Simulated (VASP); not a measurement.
BaTiO3, 5 atoms in the cell. Symmetry: P4/mmm, No. 123, tetragonal system. Conventional cell: a = 4.006 Å, b = 4.006 Å, c = 3.906 Å, α = 90.00°, β = 90.00°, γ = 90.00°. Ba (site symmetry 4/mmm) has 12 O at 2.80 to 2.83 Å and 8 Ti at 3.44 Å within 3.7 Å. Within 2.6 Å of Ti (site symmetry 4/mmm) lie 6 O at 1.95 to 2.00 Å. Within 2.9 Å of O (site symmetry mmm) lie 2 Ti at 2.00 Å and 4 Ba at 2.80 Å and 8 O at 2.80 to 2.83 Å. Within 2.6 Å of O (site symmetry 4/mmm) lie 2 Ti at 1.95 Å. 

* Program: VASP 6.6.1
* Task: single point
* Functional: LDA
* Potentials or basis: VASP PAW LDA potentials, release 64 (Ba_sv, Ti_sv, O)
* Cutoff: 520 eV
* k mesh: 6 × 6 × 6
* Occupations: fermi-dirac, width 0.02 eV
* Spin: no spin polarisation
* Dipole correction: no
* Further INCAR settings: ALGO = Normal; EDIFF = 1e-06; NBANDS = 28

Potentials or basis: VASP PAW LDA potentials, release 64 (Ba_sv, Ti_sv, O).

Run with:

```bash
$ cat potpaw_LDA.64/Ba_sv/POTCAR potpaw_LDA.64/Ti_sv/POTCAR potpaw_LDA.64/O/POTCAR > POTCAR
$ mpirun -np 1 vasp_std > vasp.out
```

Hardware: 1 thread of Intel Xeon 8259CL (shared host).

Q: How long does it take, and how much memory?

A: It took 94 s on 1 thread of Intel Xeon 8259CL, with other jobs on the host, peak memory 0.2 GiB. Counts: scf iterations 17, k points 40.
